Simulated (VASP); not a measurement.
# SiC (Fm-3m) in VASP: a series of runs

Runs on SiC. Level: r2SCAN. Tasks: single point.

Everything below comes from runs of VASP 6.6.1. Logs are shortened: lines on timing, memory, paths and dates and some standing lists are left out, and cuts for length are marked.

### Step 1. The cell of the first run

It takes space group Fm-3m (No. 225, cubic). The conventional cell has a = 4.026 Å, b = 4.026 Å, c = 4.026 Å, α = 90.00°, β = 90.00°, γ = 90.00°. Within 2.7 Å of C (site symmetry m-3m) lie 6 Si at 2.01 Å. Si (site symmetry m-3m) has 6 C at 2.01 Å within 2.7 Å.

### Step 2. Single point, r2SCAN

The input, POSCAR:

```
SiC
1.0
    0.0000000000      2.0128606590      2.0128606590
    2.0128606590      0.0000000000      2.0128606590
    2.0128606590      2.0128606590      0.0000000000
C Si
1 1
Direct
    0.0000000000      0.0000000000      0.0000000000
    0.5000000000      0.5000000000      0.5000000000
```

The input, INCAR.step1:

```
PREC = Accurate ; ENCUT = 520
ISMEAR = 0 ; SIGMA = 0.05
LREAL = False ; LASPH = True
NELM = 80 ; NBANDS = 11
GGA = PE ; ALGO = Normal
EDIFF = 1E-4 ; LWAVE = True
LCHARG = False
```

The input, INCAR.step2:

```
PREC = Accurate ; ENCUT = 520
EDIFF = 1E-7 ; ISMEAR = 0
SIGMA = 0.05 ; LREAL = False
LASPH = True ; NELM = 80
ALGO = Normal ; ISIF = 2
LWAVE = False ; LCHARG = False
METAGGA = R2SCAN ; LMIXTAU = True
NBANDS = 11 ; ISTART = 1
```

The input, KPOINTS:

```
Automatic mesh
0
Gamma
  18 18 18
```

Potentials or basis: VASP PAW PBE potentials, release 64 (C, Si).

Launch:

```console
> cat potpaw_PBE.64/C/POTCAR potpaw_PBE.64/Si/POTCAR > POTCAR
> cp INCAR.step1 INCAR
> mpirun -np 1 vasp_std > vasp.out
> cp INCAR.step2 INCAR
> mpirun -np 1 vasp_std > vasp.out
```

OUTCAR:

```text
PREC = Accurate
   ENCUT = 520
   EDIFF = 1E-7
   ISMEAR = 0
   LREAL = False
   LASPH = True
   NELM = 80
   ISIF = 2
   METAGGA = R2SCAN
   ISTART = 1

 ion  position               nearest neighbor table
   1  0.000  0.000  0.000-   2 2.01   2 2.01   2 2.01   2 2.01   2 2.01   2 2.01
   2  0.500  0.500  0.500-   1 2.01   1 2.01   1 2.01   1 2.01   1 2.01   1 2.01

  LATTYP: Found a face centered cubic cell.
 ALAT       =     4.0257213180

  Lattice vectors:

 A1 = (   0.0000000000,   2.0128606590,   2.0128606590)
 A2 = (   2.0128606590,   0.0000000000,   2.0128606590)
 A3 = (   2.0128606590,   2.0128606590,   0.0000000000)

Analysis of symmetry for initial positions (statically):
=====================================================================
 Subroutine PRICEL returns:
 Original cell was already a primitive cell.

 Routine SETGRP: Setting up the symmetry group for a
 face centered cubic supercell.

 Subroutine GETGRP returns: Found 48 space group operations
 (whereof 48 operations were pure point group operations)
 out of a pool of 48 trial point group operations.

The static configuration has the point symmetry O_h .

Analysis of symmetry for dynamics (positions and initial velocities):
=====================================================================
 Subroutine PRICEL returns:
 Original cell was already a primitive cell.

 Routine SETGRP: Setting up the symmetry group for a
 face centered cubic supercell.

 Subroutine GETGRP returns: Found 48 space group operations
 (whereof 48 operations were pure point group operations)
 out of a pool of 48 trial point group operations.

The dynamic configuration has the point symmetry O_h .

 Subroutine INISYM returns: Found 48 space group operations
 (whereof 48 operations are pure point group operations),
 and found     1 'primitive' translations

----------------------------------------------------------------------------------------

                                     Primitive cell

  volume of cell :      16.3106

  direct lattice vectors                    reciprocal lattice vectors
     0.000000000  2.012860659  2.012860659    -0.248402689  0.248402689  0.248402689
     2.012860659  0.000000000  2.012860659     0.248402689 -0.248402689  0.248402689
     2.012860659  2.012860659  0.000000000     0.248402689  0.248402689 -0.248402689

  length of vectors
     2.846614843  2.846614843  2.846614843     0.430246078  0.430246078  0.430246078

  position of ions in fractional coordinates (direct lattice)
     0.000000000  0.000000000  0.000000000
     0.500000000  0.500000000  0.500000000

  ion indices of the primitive-cell ions
   primitive index   ion index
                 1           1
                 2           2

----------------------------------------------------------------------------------------

 KPOINTS: Automatic mesh

Automatic generation of k-mesh.
 Grid dimensions read from file:
 generate k-points for:   18   18   18

 Generating k-lattice:

  Cartesian coordinates                     Fractional coordinates (reciprocal lattice)
    -0.013800149  0.013800149  0.013800149     0.055555556  0.000000000  0.000000000
     0.013800149 -0.013800149  0.013800149     0.000000000  0.055555556  0.000000000
     0.013800149  0.013800149 -0.013800149     0.000000000  0.000000000  0.055555556

  Length of vectors
     0.023902560  0.023902560  0.023902560

  Shift w.r.t. Gamma in fractional coordinates (k-lattice)
     0.000000000  0.000000000  0.000000000

 Subroutine IBZKPT returns following result:
 ===========================================

 Found    195 irreducible k-points:

 Following reciprocal coordinates:
            Coordinates               Weight
  0.000000  0.000000  0.000000      1.000000
  0.055556  0.000000  0.000000      8.000000
  0.111111  0.000000  0.000000      8.000000
  0.166667  0.000000  0.000000      8.000000
  0.222222  0.000000  0.000000      8.000000
  0.277778  0.000000  0.000000      8.000000
[... 16 lines left out ...]
 -0.277778  0.055556  0.000000     24.000000
 -0.222222  0.055556  0.000000     24.000000
 [... further k-points ...]
   k-points           NKPTS =    195   k-points in BZ     NKDIM =    195   number of bands    NBANDS=     11
   number of dos      NEDOS =    301   number of ions     NIONS =      2
   total plane-waves  NPLWV =  13824
   dimension x,y,z NGX =    24 NGY =   24 NGZ =   24
   dimension x,y,z NGXF=    48 NGYF=   48 NGZF=   48
   ions per type =               1   1
   NGX,Y,Z   is equivalent  to a cutoff of  14.02, 14.02, 14.02 a.u.
   NGXF,Y,Z  is equivalent  to a cutoff of  28.03, 28.03, 28.03 a.u.
 SYSTEM =  unknown system
   PREC   = accura    normal or accurate (medium, high low for compatibility)
   ISTART =      1    job   : 0-new  1-cont  2-samecut
   ICHARG =      0    charge: 1-file 2-atom 10-const
   ISPIN  =      1    spin polarized calculation?
   LNONCOLLINEAR =      F non collinear calculations
   LSORBIT =      F    spin-orbit coupling
   LASPH  =      T    aspherical Exc in radial PAW
   ENCUT  =  520.0 eV  38.22 Ry    6.18 a.u.   5.29  5.29  5.29*2*pi/ulx,y,z
   NELM   =     80;   NELMIN=  2; NELMDL=  0     # of ELM steps
   EDIFF  = 0.1E-06   stopping-criterion for ELM
   LREAL  =      F    real-space projection
   EDIFFG = 0.1E-05   stopping-criterion for IOM
   NSW    =      0    number of steps for IOM
   IBRION =     -1    ionic relax: 0-MD 1-quasi-New 2-CG
   NFREE  =      0    steps in history (QN), initial steepest desc. (CG)
   ISIF   =      2    stress and relaxation
   ISYM   =      2    0-nonsym 1-usesym 2-fastsym
   POTIM  = 0.5000    time-step for ionic-motion
   TEBEG  =    0.0;   TEEND  =   0.0 temperature during run
   PSTRESS=    0.0 pullay stress
   NELECT =       8.0000    total number of electrons
   NUPDOWN=      -1.0000    fix difference up-down
   EMIN   =  10.00;   EMAX   =-10.00  energy-range for DOS
   EFERMI =   0.00;   METHOD = LEGACY
   ISMEAR =     0;   SIGMA  =   0.05  broadening in eV -4-tet -1-fermi 0-gaus
   EFERMI_NEDOS =   21; number of points for ismear=-14 and -15
   IALGO  =     38    algorithm
   IMIX   =      4    mixing-type and parameters
     AMIX     =   0.40;   BMIX     =  1.00
     AMIX_MAG =   1.60;   BMIX_MAG =  1.00
  volume/ion in A,a.u.               =       8.16        55.03
  Fermi-wavevector in a.u.,A,eV,Ry     =   1.291064  2.439757 22.678821  1.666846
  Thomas-Fermi vector in A             =   2.422857
   LORBIT       =      0    0 simple, 1 ext, 2 COOP (PROOUT), +10 PAW based schemes
   METAGGA = R2SCAN    functional components
   LHFCALC =     F    Hartree Fock is set to
   AEXX    =    0.0000 exact exchange contribution
   IVDW    =     0    specifies the selected vdW correction
   LEPSILON=     F    determine dielectric tensor
   LRPA    =     F    only Hartree local field effects (RPA)
 non-spin polarized calculation
 Gauss-broadening in eV      SIGMA  =   0.05
  energy-cutoff  :      520.00
  volume of cell :       16.31
 maximum number of plane-waves:       459
 NGX is ok and might be reduce to    24
   NGX = 11   NGY = 11   NGZ = 11

 number of electron       8.0000000 magnetization

 Free energy of the ion-electron system (eV)
  ---------------------------------------------------
  ext. energy  EPLUGINS =         0.00000000
  ---------------------------------------------------
  free energy    TOTEN  =       -17.65833568 eV

  energy without entropy =      -17.65800637  energy(sigma->0) =      -17.65817102

 E-fermi :  12.6896     XC(G=0): -13.5123

 val. band max:       12.6854199787   @ k =   0.0000   0.0000   0.0000
 cond. band min:      12.6923230805   @ k =  -0.1111   0.0556   0.0000
 fundamental gap:      0.0069031018
 Fermi energy:        12.6895818245

 k-point     1 :       0.0000    0.0000    0.0000
  band No.  band energies     occupation
      1      -6.9650      2.00000
      2      12.6854      1.09373
      3      12.6854      1.09373
      4      12.6854      1.09371
      5      21.1359      0.00000
      6      22.0841      0.00000
      7      22.0841      0.00000
      8      22.0841      0.00000
      9      26.6085      0.00000
     10      26.6085      0.00000
     11      26.6085      0.00000

 k-point     2 :       0.0556    0.0000    0.0000
  band No.  band energies     occupation
      1      -6.8855      2.00000
      2      12.2281      2.00000
      3      12.6312      1.90124
      4      12.6312      1.90123
      5      21.2628      0.00000
      6      22.0490      0.00000
      7      22.2321      0.00000
      8      22.2321      0.00000
      9      25.3519      0.00000
     10      25.3519      0.00000
     11      26.5507      0.00000

 k-point     3 :       0.1111    0.0000    0.0000
  band No.  band energies     occupation
      1      -6.6475      2.00000
      2      11.0485      2.00000
      3      12.4844      2.00000
      4      12.4844      2.00000
      5      21.0600      0.00000
      6      22.5009      0.00000
      7      22.5009      0.00000
      8      22.5284      0.00000
      9      24.1881      0.00000
     10      24.1881      0.00000
     11      26.3342      0.00000

 k-point     4 :       0.1667    0.0000    0.0000
  band No.  band energies     occupation
      1      -6.2526      2.00000
      2       9.4773      2.00000
      3      12.2824      2.00000
      4      12.2824      2.00000
      5      20.5916      0.00000
      6      22.0243      0.00000
      7      22.0243      0.00000
      8      23.4123      0.00000
      9      24.2448      0.00000
     10      24.2448      0.00000
     11      26.0091      0.00000
[... 239 lines left out ...]
 k-point    22 :      -0.3333    0.0556    0.0000
  band No.  band energies     occupation
      1      -3.7886      2.00000
      2       3.7862      2.00000
      3      10.9263      2.00000
      4      11.8759      2.00000
      5      18.9725      0.00000
      6      19.2291      0.00000
      7      19.7948      0.00000
      8      24.4892      0.00000
      9      27.1037      0.00000
     10      27.8000      0.00000
     11      29.9526      0.00000

 k-point    23 :      -0.2778    0.0556    0.0000
  band No.  band energies     occupation
      1      -4.6707      2.00000
      2       5.4599      2.00000
      3      11.0239      2.00000
      4      12.1200      2.00000
      5      19.5030      0.00000
      6      19.9312      0.00000
      7      20.0661      0.00000
      8      24.6303      0.00000
      9      26.2137      0.00000
     10      26.2289      0.00000
     11      28.6127      0.00000

 k-point    24 :      -0.2222    0.0556    0.0000
  band No.  band energies     occupation
      1      -5.4173      2.00000
      2       7.1988      2.00000
      3      11.2027      2.00000
      4      12.3568      2.00000
      5      20.2548      0.00000
      6      20.2966      0.00000
      7      20.9016      0.00000
      8      24.1118      0.00000
      9      24.8486      0.00000
     10      26.0285      0.00000
     11      27.2843      0.00000

 [... further k-points ...]
[... 5 lines left out ...]
  --------------------------------------------------------------------------------------
  -------------------------------------------------------------------------------------
  Total        0.0280837      0.0280837      0.0280837      0.0000000     -0.0000000      0.0000000
  in kB        2.7586296      2.7586296      2.7586296      0.0000000     -0.0000000      0.0000000
  external PRESSURE =       2.7586296 kB  Pullay stress =       0.0000000 kB

 VOLUME and BASIS-vectors are now :
 -----------------------------------------------------------------------------
  energy-cutoff  :      520.00
  volume of cell :       16.31
      direct lattice vectors                 reciprocal lattice vectors
     0.000000000  2.012860659  2.012860659    -0.248402689  0.248402689  0.248402689
     2.012860659  0.000000000  2.012860659     0.248402689 -0.248402689  0.248402689
     2.012860659  2.012860659  0.000000000     0.248402689  0.248402689 -0.248402689

 POSITION                                       TOTAL-FORCE (eV/Angst)
 -----------------------------------------------------------------------------------
      0.00000      0.00000      0.00000         0.000000      0.000000     -0.000000
      2.01286      2.01286      2.01286         0.000000      0.000000      0.000000
 -----------------------------------------------------------------------------------
    total drift:                                0.000000     -0.000000     -0.000000

  FREE ENERGIE OF THE ION-ELECTRON SYSTEM (eV)
  ---------------------------------------------------
  free  energy   TOTEN  =       -17.6583356779 eV

  energy  without entropy=      -17.6580063666  energy(sigma->0) =      -17.65817102
```

Run time: 1.8 min. Hardware: 1 thread of Intel Xeon Platinum 8375C at 2.90GHz (Ice Lake), shared host; peak memory 0.16 GiB.

Results:

| Quantity | Value |
| --- | --- |
| Free energy | -17.6583 eV |
| Pressure | 0.3 GPa |
| Band gap on the k mesh | zero (band 4 reaches 12.74 eV, above the bottom of band 5 at 12.07 eV) |

Levels at points of the mesh, in eV from the Fermi level:
```csv
k point,band 2,band 3,band 4,band 5,band 6,band 7
"(0.00, 0.00, 0.00)",0.00,0.00,0.00,8.45,9.39,9.39
"(0.50, 0.00, 0.00)",-12.15,-1.20,-1.20,5.72,5.72,6.55
"(0.50, 0.50, 0.00)",-10.40,-4.64,-4.64,-0.62,2.88,16.24
```

Caveat: the PAW data sets were made with another functional, which shifts forces and pressure a little.

### Step 3. Single point, r2SCAN (volume scaled by 1.040)

The input, POSCAR:

```
SiC
1.0
    0.0000000000      2.0393487052      2.0393487052
    2.0393487052      0.0000000000      2.0393487052
    2.0393487052      2.0393487052      0.0000000000
C Si
1 1
Direct
    0.0000000000      0.0000000000      0.0000000000
    0.5000000000      0.5000000000      0.5000000000
```

The input, INCAR.step1:

```
SYSTEM = SiC
PREC = Accurate ; ENCUT = 520
ISMEAR = 0 ; SIGMA = 0.05
LREAL = .FALSE. ; LASPH = .TRUE.
NELM = 60 ; NBANDS = 11
GGA = PE ; ALGO = Normal
EDIFF = 1E-4 ; LWAVE = .TRUE.
LCHARG = .FALSE.
```

The input, INCAR.step2:

```
SYSTEM = SiC
PREC = Accurate ; ENCUT = 520
EDIFF = 1E-6 ; ISMEAR = 0
SIGMA = 0.05 ; LREAL = .FALSE.
LASPH = .TRUE. ; NELM = 60
ALGO = Normal ; ISIF = 2
LWAVE = .FALSE. ; LCHARG = .FALSE.
METAGGA = R2SCAN ; LMIXTAU = .TRUE.
NBANDS = 11 ; ISTART = 1
```

The input, KPOINTS:

```
regular mesh
0
G
  18 18 18
  0 0 0
```

Potentials or basis: VASP PAW PBE potentials, release 64 (C, Si).

Launch:

```console
> cat potpaw_PBE.64/C/POTCAR potpaw_PBE.64/Si/POTCAR > POTCAR
> cp INCAR.step1 INCAR
> mpirun -np 1 vasp_std > vasp.out
> cp INCAR.step2 INCAR
> mpirun -np 1 vasp_std > vasp.out
```

It took 91 s on 1 thread of Intel Xeon Platinum 8375C at 2.90GHz (Ice Lake), shared host; peak memory 0.16 GiB.

Results (log left out):

```
Free energy            : -17.6408 eV
Pressure               : -8.9 GPa
Band gap on the k mesh : zero (band 4 reaches 12.16 eV, above the bottom of band 5 at 11.18 eV)
```

Levels at points of the mesh, in eV from the Fermi level:
```
           k point  band 2  band 3  band 4  band 5  band 6  band 7
(0.00, 0.00, 0.00)    0.06    0.06    0.06    7.77    9.45    9.45
(0.50, 0.00, 0.00)  -11.77   -1.03   -1.03    5.60    5.60    6.36
(0.50, 0.50, 0.00)   -9.97   -4.41   -4.41   -0.83    3.13   15.69
```

Caveat: the PAW data sets were made with another functional, which shifts forces and pressure a little.
